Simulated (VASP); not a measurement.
# SiGe: single point with PBEsol

Crystal: SiGe.

```
Si Ge
1.0
     3.74457    0.00000    0.00000
    -1.87229    3.24290    0.00000
     0.00000    0.00000    6.95886
Si Ge
2 2
Direct
  0.66667 0.33333 0.87455
  0.33333 0.66667 0.37455
  0.66667 0.33333 0.50045
  0.33333 0.66667 0.00045
```

This cell differs from its parent crystal: strain -0.040 along x and y, +0.080 along z.

| Property | Result |
| --- | --- |
| Program | VASP 6.6.1 |
| Task | single point |
| Functional | PBEsol |
| Potentials or basis | VASP PAW PBE potentials, release 64 (Si, Ge_d) |
| Cutoff | 520 eV |
| k mesh | 12 × 12 × 6 |
| Occupations | gaussian, width 0.03 eV |
| Spin | no spin polarisation |
| Dipole correction | no |
| Further INCAR settings | ALGO = Normal; EDIFF = 1e-07; NBANDS = 26 |

- Pressure: 2.1 GPa
- Largest force: 0.802 eV/Å
- Band gap on the k mesh: zero (filled and empty bands overlap)

Forces on the atoms (eV/Å):
```
Si   0.000  0.000 -0.802
Si   0.000  0.000 -0.802
Ge   0.000  0.000  0.802
Ge   0.000  0.000  0.802
```

Stress tensor (GPa, compression positive):
```
  8.95   0.00   0.00
  0.00   8.95   0.00
  0.00   0.00 -11.74
```

Levels at points of the mesh, in eV from the Fermi level:
| k point | band 15 | band 16 | band 17 | band 18 | band 19 | band 20 | band 21 | band 22 |
| --- | --- | --- | --- | --- | --- | --- | --- | --- |
| (0.00, 0.00, 0.00) | -1.01 | -0.70 | -0.17 | 0.03 | 0.03 | 1.63 | 2.65 | 2.65 |
| (0.50, 0.00, 0.00) | -4.64 | -2.92 | -2.84 | -1.74 | 0.79 | 1.55 | 2.75 | 2.90 |
| (0.00, 0.00, 0.50) | -0.58 | -0.58 | -0.58 | -0.58 | 2.17 | 2.17 | 3.41 | 3.41 |
| (0.50, 0.00, 0.50) | -2.94 | -2.94 | -2.37 | -2.37 | 0.28 | 0.28 | 1.64 | 1.64 |

It took 3.1 min on 1 thread of Intel Xeon 8259CL, on a shared host, peak memory 0.28 GiB.

Caveat: the cell differs from its parent crystal (strain -0.040 along x and y, +0.080 along z); semilocal functionals underestimate gaps, so a narrow gap can read as zero; the PAW data sets were made with another functional, which shifts forces and pressure a little.
